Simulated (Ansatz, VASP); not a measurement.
# Ge in VASP and in Ansatz

```
CELL_PARAMETERS angstrom
1.36222 -2.53550 0.00000
1.36222 2.53550 0.00000
0.00000 0.00000 2.83314
ATOMIC_POSITIONS crystal
Ge 0.50000 0.50000 0.00000
```

Change from the starting cell: strain -0.025 along x and y, +0.050 along z, atoms carried along.

Alike in both runs: task single point; functional PBEsol; k mesh 20 × 20 × 18; occupations gaussian, width 0.15 eV; no spin polarisation.

|  | VASP | Ansatz |
| --- | --- | --- |
| version | VASP 6.6.1 | Ansatz 0.2.0 |
| potentials or method | VASP PAW PBE potentials, release 64 (Ge_d), cutoff 520 eV | scalar-relativistic, plane waves, PAW |
| valence electrons in the cell | 14 | 14 |

```csv
,VASP,Ansatz,Ansatz less VASP
gap on the k mesh at the Fermi level (eV),none,none,-
pressure (GPa),-3.4,-3.3,+0.08
"traceless stress, the component that is largest in VASP (GPa)",-6.75,-6.74,+0.016
```

VASP's potentials were made for PBE, not for PBEsol. A gap of «none» marks a metal or a gap that the smearing closes.
